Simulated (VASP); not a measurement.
# Al3B2Sb in VASP: a series of runs, part 2 of 2

VASP 6.6.1.

## Step 4: Relaxation of cell and atoms, PBE

Input file INCAR:

```
SYSTEM = Al3B2Sb
PREC = Accurate
ENCUT = 600
EDIFF = 1E-7
ISMEAR = 0
SIGMA = 0.1
LREAL = .FALSE.
LASPH = .TRUE.
NELM = 60
ALGO = Normal
ISIF = 3
LWAVE = .FALSE.
LCHARG = .FALSE.
GGA = PE
IBRION = 2
NSW = 100
EDIFFG = -0.01
```

Input file KPOINTS:

```
Automatic mesh
0
G
  12 12 6
  0 0 0
```

Input file POSCAR:

```
Al3B2Sb
1.0
    4.9860939939      0.0000000000      0.0000000000
   -2.4930469970      4.3180840644      0.0000000000
    0.0000000000      0.0000000000      6.0909173144
Al B Sb
3 2 1
Direct
    0.5000000000      0.0000000000      0.0000000000
    0.0000000000      0.5000000000      0.0000000000
    0.5000000000      0.5000000000      0.0000000000
    0.0000000000      0.0000000000      0.8663889517
    0.0000000000      0.0000000000      0.1336110483
    0.0000000000      0.0000000000      0.5000000000
```

Potentials or basis: VASP PAW PBE potentials, release 64 (Al, B, Sb).

Launch:

```console
> cat potpaw_PBE.64/Al/POTCAR potpaw_PBE.64/B/POTCAR potpaw_PBE.64/Sb/POTCAR > POTCAR
> mpirun -np 1 vasp_std > vasp.out
```

OUTCAR:

```text
SYSTEM = Al3B2Sb
   PREC = Accurate
   ENCUT = 600
   EDIFF = 1E-7
   ISMEAR = 0
   LREAL = .FALSE.
   LASPH = .TRUE.
   NELM = 60
   ISIF = 3
   GGA = PE
   IBRION = 2
   NSW = 100
   EDIFFG = -0.01

 ion  position               nearest neighbor table
   1  0.500  0.000  0.000-   2 2.49   2 2.49   3 2.49   3 2.49   4 2.62   4 2.62   5 2.62   5 2.62

   2  0.000  0.500  0.000-   1 2.49   1 2.49   3 2.49   3 2.49   4 2.62   5 2.62   4 2.62   5 2.62

   3  0.500  0.500  0.000-   2 2.49   2 2.49   1 2.49   1 2.49   4 2.62   5 2.62   4 2.62   5 2.62

   4  0.000  0.000  0.866-   5 1.63   6 2.23   3 2.62   3 2.62   1 2.62   1 2.62   2 2.62   2 2.62

   5  0.000  0.000  0.134-   4 1.63   6 2.23   3 2.62   3 2.62   1 2.62   1 2.62   2 2.62   2 2.62

   6  0.000  0.000  0.500-   4 2.23   5 2.23

  LATTYP: Found a hexagonal cell.
 ALAT       =     4.9860939939
[... 376 lines left out ...]
      6      -0.3794      2.00000
      7       0.9878      2.00000
      8       3.2929      2.00000
      9       3.2929      2.00000
     10       4.2345      1.68093
     11       4.8773      0.00000
     12       4.8773      0.00000
     13       5.4378      0.00000
     14       5.4378      0.00000
[... 377 lines left out ...]
      1      -6.9298      2.00000
      2      -4.7320      2.00000
      3      -3.4021      2.00000
      4      -1.6078      2.00000
      5      -0.9061      2.00000
      6      -0.6622      2.00000
      7       2.0160      2.00000
      8       2.7097      2.00000
      9       3.7514      2.00000
     10       4.2459      1.59592
     11       5.0345      0.00000
     12       5.4033      0.00000
     13       5.8554      0.00000
     14       5.8818      0.00000

 [... further k-points ...]

------------------------ aborting loop because EDIFF is reached ----------------------------------------

  FORCE on cell =-STRESS in cart. coord.  units (eV):
  Direction    XX          YY          ZZ          XY          YZ          ZX
  --------------------------------------------------------------------------------------
  -------------------------------------------------------------------------------------
  Total        0.0159050      0.0159050     -0.0229956     -0.0000000      0.0000000     -0.0000000
  in kB        0.1966294      0.1966294     -0.2842887     -0.0000000      0.0000000     -0.0000000
  external PRESSURE =       0.0363233 kB  Pullay stress =       0.0000000 kB
[... 21 lines left out ...]
  FREE ENERGIE OF THE ION-ELECTRON SYSTEM (eV)
  ---------------------------------------------------
  free  energy   TOTEN  =       -23.1446038857 eV

  energy  without entropy=      -23.1270332748  energy(sigma->0) =      -23.13581858

 reached required accuracy - stopping structural energy minimisation
```

CONTCAR:

```text
Al3B2Sb
   1.00000000000000
     4.9483546677793404    0.0000000000004356    0.0000000000000000
    -2.4741773339389148    4.2854008492570053   -0.0000000000000000
     0.0000000000000000    0.0000000000000000    6.1114296238185730
  Al              B               Sb
     3     2     1
Direct
     0.5000000000000000    0.0000000000000000    0.0000000000000000
     0.0000000000000000    0.5000000000000000    0.0000000000000000
     0.5000000000000000    0.5000000000000000    0.0000000000000000
     0.0000000000000000    0.0000000000000000    0.8656186838313051
     0.0000000000000000    1.0000000000000000    0.1343813161686947
     0.0000000000000000    0.0000000000000000    0.5000000000000000

  0.00000000E+00  0.00000000E+00  0.00000000E+00
  0.00000000E+00  0.00000000E+00  0.00000000E+00
  0.00000000E+00  0.00000000E+00  0.00000000E+00
  0.00000000E+00  0.00000000E+00  0.00000000E+00
  0.00000000E+00  0.00000000E+00  0.00000000E+00
  0.00000000E+00  0.00000000E+00  0.00000000E+00
```

It took 6.2 min on 1 thread of Intel Xeon Platinum 8124M at 3.00GHz (Skylake/Cascade Lake), shared host; peak memory 0.42 GiB.

What came out:

* Free energy: -23.1446 eV
* Relaxed volume: 21.60 Å³/atom
* Relaxed cell: a = 4.948 Å, b = 4.948 Å, c = 6.111 Å, α = 90.00°, β = 90.00°, γ = 120.00°
* Space group after relaxing (to 0.1 Å): P6/mmm (No. 191)
* Energy gained by relaxing: 1.1 meV/atom
* Ionic steps: 5
* Pressure after relaxing: 0.0 GPa
* Largest force after relaxing: 0.010 eV/Å
* Band gap on the k mesh: zero (bands 10 and 11 overlap by 1.22 eV)

Forces in eV/Å, atoms in the order of the input:
```
Al   0.000  0.000  0.000
Al   0.000  0.000  0.000
Al   0.000  0.000  0.000
B    0.000  0.000  0.010
B    0.000  0.000 -0.010
Sb   0.000  0.000  0.000
```

The path:
```csv
step,energy change (eV),largest force (eV/Å),pressure (GPa),volume (Å³)
1,0.0000,0.1511,-0.35,131.14
2,-0.0055,0.1078,-0.25,130.23
3,-0.0055,0.1218,-0.24,130.18
4,-0.0063,0.0366,0.11,129.36
5,-0.0064,0.0097,0.00,129.60
```

Final structure:
```xyz
6
Lattice="4.9484 0.0000 0.0000 -2.4742 4.2854 0.0000 0.0000 0.0000 6.1114" Properties=species:S:1:pos:R:3 pbc="T T T"
Al    2.4742    0.0000    0.0000
Al   -1.2371    2.1427    0.0000
Al    1.2371    2.1427    0.0000
B     0.0000    0.0000    5.2902
B    -2.4742    4.2854    0.8213
Sb    0.0000    0.0000    3.0557
```

Levels at points of the mesh, in eV from the Fermi level:
```
           k point  band 7  band 8  band 9  band 10  band 11  band 12  band 13  band 14
(0.00, 0.00, 0.00)   -3.32   -1.01   -1.01    -0.07     0.57     0.57     1.13     1.13
(0.50, 0.00, 0.00)   -1.97   -1.47    0.08     0.18     0.43     1.09     1.19     2.62
(0.00, 0.00, 0.50)   -3.31   -2.46   -1.04    -1.04    -0.96    -0.96     0.51     3.67
(0.50, 0.00, 0.50)   -3.34   -1.55   -1.47    -0.20     1.00     1.42     1.85     2.83
```

Caveat: spin-orbit coupling is left out, which moves the levels of the heavy elements.

## Step 5: The runs side by side

| task | cell | k mesh | cutoff (eV) | gap on the mesh (eV) | pressure (GPa) | largest force (eV/Å) |
| --- | --- | --- | --- | --- | --- | --- |
| single point | a = 4.986, b = 4.986, c = 6.091 Å, angles 90.0, 90.0, 120.0°, 6 atoms | 6 × 6 × 4 | 520 | none | -0.1 | 0.04 |
| single point | a = 4.952, b = 4.952, c = 6.101 Å, angles 90.0, 90.0, 120.0°, 6 atoms | 12 × 12 × 6 | 520 | none | 0.1 | 0.04 |
| relaxation of cell and atoms | relaxed from a = 4.986, b = 4.986, c = 6.091 Å, angles 90.0, 90.0, 120.0°, 6 atoms | 12 × 12 × 6 | 600 | none | 0.0 | 0.01 |

Alike in all rows: level PBE; potentials or basis VASP PAW PBE potentials, release 64 (Al, B, Sb); no spin polarisation; smearing gaussian 0.1 eV.

Caveats: spin-orbit coupling is left out, which moves the levels of the heavy elements.

Absolute energies hang on the potentials; compare differences alone.
